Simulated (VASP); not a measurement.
# I: relaxation of cell and atoms with LDA

Crystal: I.

```
I
1.0
     0.00000    1.85089    1.85089
     1.85089    0.00000    1.85089
     1.85089    1.85089    0.00000
I
1
Direct
  0.00000 0.00000 0.00000
```

```
Program                : VASP 6.6.1
Task                   : relaxation of cell and atoms
Functional             : LDA
Potentials or basis    : VASP PAW LDA potentials, release 64 (I)
Cutoff                 : 600 eV
k mesh                 : 17 × 17 × 17
Occupations            : fermi-dirac, width 0.05 eV
Spin                   : no spin polarisation
Target pressure        : 290 GPa
Dipole correction      : no
Further INCAR settings : ALGO = Normal; EDIFF = 1e-06; IBRION = 2; EDIFFG = -0.005; NSW = 32; ISIF = 3
```

```json
{"Relaxed volume": "12.69 Å³/atom", "Relaxed cell": "a = 2.618 Å, b = 2.618 Å, c = 2.618 Å, α = 60.00°, β = 60.00°, γ = 60.00°", "Space group after relaxing (to 0.05 Å)": "Fm-3m (No. 225)", "Energy change on relaxing (the enthalpy is what falls)": "-11.5 meV/atom", "Ionic steps": "3", "Pressure after relaxing": "290.0 GPa"}
```

The path:
```csv
step,energy change (eV),largest force (eV/Å),pressure (GPa),volume (Å³)
1,0.0000,0.0000,290.48,12.68
2,-0.1268,0.0000,285.12,12.75
3,-0.0115,0.0000,289.99,12.69
```

Final structure:
```xyz
1
Lattice="0.0000 1.8512 1.8512 1.8512 0.0000 1.8512 1.8512 1.8512 0.0000" Properties=species:S:1:pos:R:3 pbc="T T T"
I     0.0000    1.8512    1.8512
```

Levels at points of the mesh, in eV from the Fermi level:
```
           k point  band 1  band 2  band 3  band 4  band 5  band 6  band 7
(0.00, 0.00, 0.00)  -26.35    5.68    5.68    5.68    6.28    9.63    9.63
```

Wall time 14 s on 1 thread of Intel(R) Xeon(R) Platinum 8375C CPU @ 2.90GHz (Ice Lake), with other jobs on the host, peak memory 0.15 GiB.

Caveat: the cell is relaxed towards a set pressure, so the enthalpy falls and the energy may rise; spin-orbit coupling is left out, which moves the levels of the heavy elements; an odd number of electrons without spin polarisation forces a metal; a magnetic or distorted state may lie lower.
